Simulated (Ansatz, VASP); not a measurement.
**AlRu in VASP and in Ansatz**

Contents of INCAR:

```
PREC = Accurate
ENCUT = 520
EDIFF = 1E-7
ISMEAR = 0
SIGMA = 0.15
LREAL = F
LASPH = T
NELM = 60
ALGO = Fast
ISIF = 2
LWAVE = F
LCHARG = F
GGA = PS
NBANDS = 16
```

KPOINTS

```
regular mesh
0
Gamma
  18 18 18
```

POSCAR

```
AlRu
1.0
    2.9935859682      0.0777554797      0.0777554797
    0.0777554797      2.9935859682      0.0777554797
    0.0777554797      0.0777554797      2.9935859682
Al Ru
1 1
Direct
    0.0000000000      0.0000000000      0.0000000000
    0.5000000000      0.5000000000      0.5000000000
```

Input for Ansatz:

```yaml
crystal:
  lattice:
    - [2.9935859682, 0.0777554797, 0.0777554797]
    - [0.0777554797, 2.9935859682, 0.0777554797]
    - [0.0777554797, 0.0777554797, 2.9935859682]
  atoms:
    - { symbol: Al, position: [0.0, 0.0, 0.0] }
    - { symbol: Ru, position: [0.5, 0.5, 0.5] }
basis:
  ecutwfc: 420
kpoints:
  mp_grid: { grid: [18, 18, 18] }
hamiltonian:
  xc: pbesol
scf:
  occupations: { method: gaussian, width: 0.15 }
output:
  forces: true
  stress: true
  eigenvalues: true
```

Alike in both runs: task single point; functional PBEsol; k mesh 18 × 18 × 18; occupations gaussian, width 0.15 eV; no spin polarisation.

|  | VASP | Ansatz |
| --- | --- | --- |
| version | VASP 6.6.1 | Ansatz 0.2.0 |
| potentials or method | VASP PAW PBE potentials, release 64 (Al, Ru_pv), cutoff 520 eV | scalar-relativistic, plane waves, PAW |
| valence electrons in the cell | 17 | 19 |

VASP gave:

```
gap on the k mesh at the Fermi level (eV)                     : none
pressure (GPa)                                                : -2.1
traceless stress, the component that is largest in VASP (GPa) : -5.58
```

**Question.** Estimate Ansatz's values.

**Answer.** gap on the k mesh at the Fermi level (eV): none; pressure (GPa): -2.2; traceless stress, the component that is largest in VASP (GPa): -5.56.

VASP's potentials were made for PBE, not for PBEsol. A gap of «none» marks a metal or a gap that the smearing closes. VASP's potentials hold 17 valence electrons a cell and Ansatz's 19, so a difference there can come from the potentials and not from the codes.
